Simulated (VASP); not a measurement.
# Os (P6_3/mmc) in VASP: further runs, part 2 of 2

VASP 6.6.1.

## Step 3: Electric field gradients, r2SCAN (13.84 Å³/atom)

This run uses another cell than the first one, of 13.84 Å³/atom.

POSCAR reads:

```
Os
1.0
    2.7277032455      0.0000000000      0.0000000000
   -1.3638516228      2.3622603046      0.0000000000
    0.0000000000      0.0000000000      4.2972776792
Os
2
Direct
    0.3333333333      0.6666666667      0.2500000000
    0.6666666667      0.3333333333      0.7500000000
```

INCAR.step1 reads:

```
SYSTEM = Os
  PREC = Accurate
  ENCUT = 460
  ISMEAR = -1
  SIGMA = 0.05
  LREAL = .FALSE.
  LASPH = .TRUE.
  NELM = 120
  NBANDS = 23
  GGA = PE
  ALGO = Normal
  EDIFF = 1E-5
  LWAVE = .TRUE.
  LCHARG = .FALSE.
  GGA_COMPAT = .FALSE.
```

INCAR.step2 reads:

```
SYSTEM = Os
  PREC = Accurate
  ENCUT = 460
  EDIFF = 1E-8
  ISMEAR = -1
  SIGMA = 0.05
  LREAL = .FALSE.
  LASPH = .TRUE.
  NELM = 120
  ALGO = Normal
  ISIF = 2
  LWAVE = .FALSE.
  LCHARG = .FALSE.
  METAGGA = R2SCAN
  LMIXTAU = .TRUE.
  LEFG = .TRUE.
  NBANDS = 23
  ISTART = 1
  GGA_COMPAT = .FALSE.
```

KPOINTS reads:

```
regular mesh
0
G
  15 15 9
  0 0 0
```

Potentials or basis: VASP PAW PBE potentials, release 64 (Os_sv_GW).

The run is started by

```
$ cat potpaw_PBE.64/Os_sv_GW/POTCAR > POTCAR
$ cp INCAR.step1 INCAR
$ mpirun -np 1 vasp_std > vasp.out
$ cp INCAR.step2 INCAR
$ mpirun -np 1 vasp_std > vasp.out
```

OUTCAR:

```text
SYSTEM = Os
   PREC = Accurate
   ENCUT = 460
   EDIFF = 1E-8
   ISMEAR = -1
   LREAL = .FALSE.
   LASPH = .TRUE.
   NELM = 120
   ISIF = 2
   METAGGA = R2SCAN
   ISTART = 1

 ion  position               nearest neighbor table
   1  0.333  0.667  0.250-   2 2.66   2 2.66   2 2.66   2 2.66   2 2.66   2 2.66
   2  0.667  0.333  0.750-   1 2.66   1 2.66   1 2.66   1 2.66   1 2.66   1 2.66

  LATTYP: Found a hexagonal cell.
 ALAT       =     2.7277032455
 C/A-ratio  =     1.5754197918

  Lattice vectors:

 A1 = (   2.7277032455,   0.0000000000,   0.0000000000)
 A2 = (  -1.3638516228,   2.3622603046,   0.0000000000)
 A3 = (   0.0000000000,   0.0000000000,   4.2972776792)

Analysis of symmetry for initial positions (statically):
=====================================================================
 Subroutine PRICEL returns:
 Original cell was already a primitive cell.

 Routine SETGRP: Setting up the symmetry group for a
[... 816 lines left out ...]
  volume of cell :       27.69
      direct lattice vectors                 reciprocal lattice vectors
     2.727703245  0.000000000  0.000000000     0.366608795  0.211661686  0.000000000
    -1.363851623  2.362260305  0.000000000     0.000000000  0.423323373  0.000000000
     0.000000000  0.000000000  4.297277679     0.000000000  0.000000000  0.232705465

 POSITION                                       TOTAL-FORCE (eV/Angst)
 -----------------------------------------------------------------------------------
     -0.00000      1.57484      1.07432         0.000000      0.000000      0.000000
      1.36385      0.78742      3.22296        -0.000000     -0.000000      0.000000
 -----------------------------------------------------------------------------------
    total drift:                                0.000000     -0.000000      0.000000

  FREE ENERGIE OF THE ION-ELECTRON SYSTEM (eV)
  ---------------------------------------------------
  free  energy   TOTEN  =      -108.1766456605 eV

  energy  without entropy=     -108.1688258907  energy(sigma->0) =     -108.17273578

 Electric field gradients (V/A^2)
---------------------------------------------------------------------
 ion       V_xx      V_yy      V_zz      V_xy      V_xz      V_yz
---------------------------------------------------------------------
   1      36.449    36.449   -72.899    -0.000    -0.000     0.000
   2      36.449    36.449   -72.899    -0.000     0.000    -0.000
---------------------------------------------------------------------

 Electric field gradients after diagonalization (V/A^2)
 (convention: |V_zz| > |V_xx| > |V_yy|)
----------------------------------------------------------------------
 ion       V_xx      V_yy      V_zz     asymmetry (V_yy - V_xx)/ V_zz
----------------------------------------------------------------------
   1      36.450    36.449   -72.899       0.000
   2      36.450    36.449   -72.899       0.000
----------------------------------------------------------------------

           NMR quadrupolar parameters

 Cq : quadrupolar parameter    Cq=e*Q*V_zz/h
 eta: asymmetry parameters     (V_yy - V_xx)/ V_zz
 Q  : nuclear electric quadrupole moment in mb (millibarn)
----------------------------------------------------------------------
 ion       Cq(MHz)       eta       Q (mb)
----------------------------------------------------------------------
   1      -0.176       0.000       1.000
   2      -0.176       0.000       1.000
----------------------------------------------------------------------
```

OUTCAR.step1:

```text
SYSTEM = Os
   PREC = Accurate
   ENCUT = 460
   ISMEAR = -1
   LREAL = .FALSE.
   LASPH = .TRUE.
[... 848 lines left out ...]
     -0.00000      1.57484      1.07432        -0.000000      0.000000      0.000000
      1.36385      0.78742      3.22296         0.000000     -0.000000      0.000000
 -----------------------------------------------------------------------------------
    total drift:                                0.000000     -0.000000      0.000000

  FREE ENERGIE OF THE ION-ELECTRON SYSTEM (eV)
  ---------------------------------------------------
  free  energy   TOTEN  =       -24.6842321700 eV

  energy  without entropy=      -24.6760275177  energy(sigma->0) =      -24.68012984
```

It took 13 min on 1 thread of AMD EPYC, shared host; peak memory 0.16 GiB.

What came out:

```
Free energy                             : -108.1766 eV
Pressure                                : 2.7 GPa
Band gap on the k mesh                  : zero (bands 16 and 17 overlap by 4.02 eV)
Largest electric field gradient by atom : Os -72.9 V/Å²
```

Stress tensor (GPa, compression positive):
```
1.91 0.00 0.00
0.00 1.91 0.00
0.00 0.00 4.24
```

Electric field gradients, principal values (V/Å²):
```
atom   least  middle  greatest (by size)
1 Os  36.449  36.450             -72.899
2 Os  36.449  36.450             -72.899
```

Caveat: without QUAD_EFG the Cq values of the log hold for a quadrupole moment of 1 mb, not for the nuclei; the PAW data sets were made with another functional, which shifts forces and pressure a little; spin-orbit coupling is left out, which moves the levels of the heavy elements.
